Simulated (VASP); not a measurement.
## BeS5: relaxation of cell and atoms with PBE

Crystal: BeS5.

```
Be S
1.0
     6.47005    0.00000    0.00000
     0.00000    6.47005    0.00000
     0.00000    0.00000    3.22629
Be S
1 5
Cartesian
  0.0000 0.0000 1.6131
  5.4915 3.2350 0.0000
  0.9786 3.2350 0.0000
  3.2350 0.9786 0.0000
  3.2350 5.4915 0.0000
  3.2350 3.2350 1.6131
```

The cell was built from a structure type or drawn by symmetry, and may not be a known phase.

| Property | Result |
| --- | --- |
| Program | VASP 6.6.1 |
| Task | relaxation of cell and atoms |
| Functional | PBE |
| Potentials or basis | VASP PAW PBE potentials, release 64 (Be, S) |
| Cutoff | 600 eV |
| k mesh | 6 × 6 × 12 |
| Occupations | gaussian, width 0.1 eV |
| Spin | no spin polarisation |
| Dipole correction | no |
| Further INCAR settings | ALGO = Normal; EDIFF = 1e-07; IBRION = 2; EDIFFG = -0.01; NSW = 100; ISIF = 3 |

| Property | Result |
| --- | --- |
| Relaxed volume | 22.76 Å³/atom |
| Relaxed cell | a = 6.450 Å, b = 6.450 Å, c = 3.282 Å, α = 90.00°, β = 90.00°, γ = 90.00° |
| Space group after relaxing (to 0.1 Å) | P4/mmm (No. 123) |
| Energy gained by relaxing | 1.0 meV/atom |
| Ionic steps | 9 |
| Pressure after relaxing | 0.0 GPa |
| Largest force after relaxing | 0.006 eV/Å |
| Band gap on the k mesh | zero (bands 16 and 17 overlap by 1.01 eV) |

Forces on the atoms (eV/Å):
```
Be   0.000  0.000  0.000
S   -0.006  0.000  0.000
S    0.006  0.000  0.000
S    0.000  0.006  0.000
S    0.000 -0.006  0.000
S    0.000  0.000  0.000
```

Step by step:
```tsv
step	energy change (eV)	largest force (eV/Å)	pressure (GPa)	volume (Å³)
1	0.0000	0.2467	-0.24	135.06
2	0.0020	0.3229	0.80	134.40
3	-0.0035	0.0030	0.21	134.76
4	-0.0042	0.0031	0.14	135.24
5	-0.0051	0.0191	-0.04	136.50
6	-0.0054	0.0070	-0.04	136.52
7	-0.0059	0.0302	-0.04	136.60
8	-0.0059	0.0424	0.11	136.49
9	-0.0060	0.0059	0.03	136.54
```

Final structure:
```xyz
6
Lattice="6.4501 0.0000 0.0000 0.0000 6.4501 0.0000 0.0000 0.0000 3.2820" Properties=species:S:1:pos:R:3 pbc="T T T"
Be    0.0000    0.0000    1.6410
S     5.4795    3.2251    0.0000
S     0.9707    3.2251    0.0000
S     3.2251    0.9707    0.0000
S     3.2251    5.4795    0.0000
S     3.2251    3.2251    1.6410
```

Levels at points of the mesh, in eV from the Fermi level:
```
           k point  band 13  band 14  band 15  band 16  band 17  band 18  band 19  band 20
(0.00, 0.00, 0.00)    -1.92    -1.56    -1.56     0.28     0.92     0.92     1.01     3.19
(0.50, 0.00, 0.00)    -1.26    -0.57    -0.47    -0.12     0.52     0.92     1.77     2.07
(0.50, 0.50, 0.00)    -0.90    -0.61    -0.61     0.53     0.53     1.43     2.34     2.34
(0.00, 0.00, 0.50)    -3.41    -1.40    -0.34     0.69     0.85     1.40     1.54     1.54
(0.50, 0.00, 0.50)    -1.52    -1.18    -1.10    -0.16     0.13     0.35     1.23     1.54
(0.50, 0.50, 0.50)    -1.56    -1.45    -1.09    -1.09    -0.04     0.13     0.13     1.53
```

It took 13 min on 1 thread of AMD EPYC 9R45 96-Core Processor (Zen 5) (shared host), peak memory 0.36 GiB.
